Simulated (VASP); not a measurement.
Here is a VASP 6.6.1 calculation.

The input INCAR:

```
SYSTEM = Ti18H
ALGO = Normal ; EDIFF = 1E-6
ENCUT = 520 ; GGA = PE
ISIF = 2 ; ISMEAR = -1
IVDW = 12 ; LASPH = .TRUE.
LCHARG = .FALSE. ; LREAL = Auto
LWAVE = .FALSE. ; NBANDS = 124
NELM = 80 ; PREC = Accurate
SIGMA = 0.1
```

File KPOINTS:

```
k-points
0
G
  3 2 1
  0 0 0
```

Contents of POSCAR:

```
Ti18H
1.0
    5.9000000000      0.0000000000      0.0000000000
    4.4250000000      7.6643250000      0.0000000000
    0.0000000000      0.0000000000     15.6846000000
Ti H
18 1
Direct
    0.0000000000      0.0000000000      0.0637568000
    0.5000000000      0.0000000000      0.0637568000
    0.0000000000      0.3333333000      0.0637568000
    0.5000000000      0.3333333000      0.0637568000
    0.0000000000      0.6666667000      0.0637568000
    0.5000000000      0.6666667000      0.0637568000
   -0.1683297991      0.2231252135      0.2030197869
    0.3345635115      0.2220314601      0.2039119412
   -0.1648342337      0.5556342511      0.2032646038
    0.3329571929      0.5540287258      0.2036260406
   -0.1641054112      0.8869678505      0.2032114483
    0.3304745201      0.8912607367      0.2028486029
   -0.0029294670      0.0015316340      0.3432371026
    0.5042542544     -0.0026401120      0.3424298225
    0.0023408915      0.3359592837      0.3447544371
    0.4946201201      0.3355005637      0.3457414513
    0.0032377012      0.6625421094      0.3456754025
    0.4993419468      0.6682366729      0.3412338443
    0.1665055206      0.4438344103      0.4138306400
```

Potentials or basis: VASP PAW PBE potentials, release 64 (Ti_sv, H).

Run with:

```bash
$ cat potpaw_PBE.64/Ti_sv/POTCAR potpaw_PBE.64/H/POTCAR > POTCAR
$ mpirun -np 1 vasp_std > vasp.out
```

(1) What does it give for the dispersion energy per atom?

(2) Estimate the largest force.

Answers

(1) -0.392 eV.

(2) 0.061 eV/Å.

Caveat: the k points lie up to 0.41 Å⁻¹ apart.
